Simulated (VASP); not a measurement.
Input of a VASP 6.6.1 run:

Contents of POSCAR:

```
BaTiO3
1.0
    4.0048148352      0.0055267172      0.0057661219
    0.0055267172      4.0040310995      0.0057211858
    0.0057923591      0.0057472185      4.0070052659
Ba Ti O
1 1 3
Direct
    0.9938753790      0.9939384021     -0.0006661538
    0.4814288067      0.4815726407      0.4866840080
    0.5054688995      0.5054335186      0.0195454626
    0.5055664233      0.0135472006      0.5112262996
    0.0136605015      0.5055082380      0.5112103937
```

Contents of INCAR.step1:

```
PREC = Accurate
ENCUT = 520
ISMEAR = -1
SIGMA = 0.05
LREAL = False
LASPH = True
NELM = 80
NBANDS = 28
GGA = PE
ALGO = Normal
EDIFF = 1E-4
LWAVE = True
LCHARG = False
```

The input INCAR.step2:

```
PREC = Accurate
ENCUT = 520
EDIFF = 1E-7
ISMEAR = -1
SIGMA = 0.05
LREAL = False
LASPH = True
NELM = 80
ALGO = Normal
ISIF = 2
LWAVE = False
LCHARG = True
METAGGA = R2SCAN
LMIXTAU = True
IVDW = 12
VDW_S6 = 1.0
VDW_S8 = 0.78981345
VDW_A1 = 0.49484001
VDW_A2 = 5.73083694
LELF = True
LVHAR = True
NBANDS = 28
ISTART = 1
```

The input KPOINTS:

```
regular mesh
0
Gamma
  7 7 7
```

Potentials or basis: VASP PAW PBE potentials, release 64 (Ba_sv, Ti_sv, O).

Command:

```bash
$ cat potpaw_PBE.64/Ba_sv/POTCAR potpaw_PBE.64/Ti_sv/POTCAR potpaw_PBE.64/O/POTCAR > POTCAR
$ cp INCAR.step1 INCAR
$ mpirun -np 1 vasp_std > vasp.out
$ cp INCAR.step2 INCAR
$ mpirun -np 1 vasp_std > vasp.out
```

Q: Estimate the band gap on the k mesh.

A: 2.82 eV, indirect (least direct gap 3.16 eV).

Q: Estimate the dispersion energy per atom.

A: -0.127 eV.

Q: Predict the largest force.

A: 0.165 eV/Å.

Q: What does it give for the pressure?

A: 2.0 GPa.

Forces on the atoms (eV/Å):
```
Ba   0.016  0.016  0.015
Ti   0.094  0.093  0.098
O   -0.008 -0.007 -0.094
O   -0.008 -0.093 -0.009
O   -0.094 -0.008 -0.010
```

Caveat: the PAW data sets were made with another functional, which shifts forces and pressure a little; spin-orbit coupling is left out, which moves the levels of the heavy elements. r2SCAN opens gaps a little over a GGA but as a rule still falls short of measured ones.
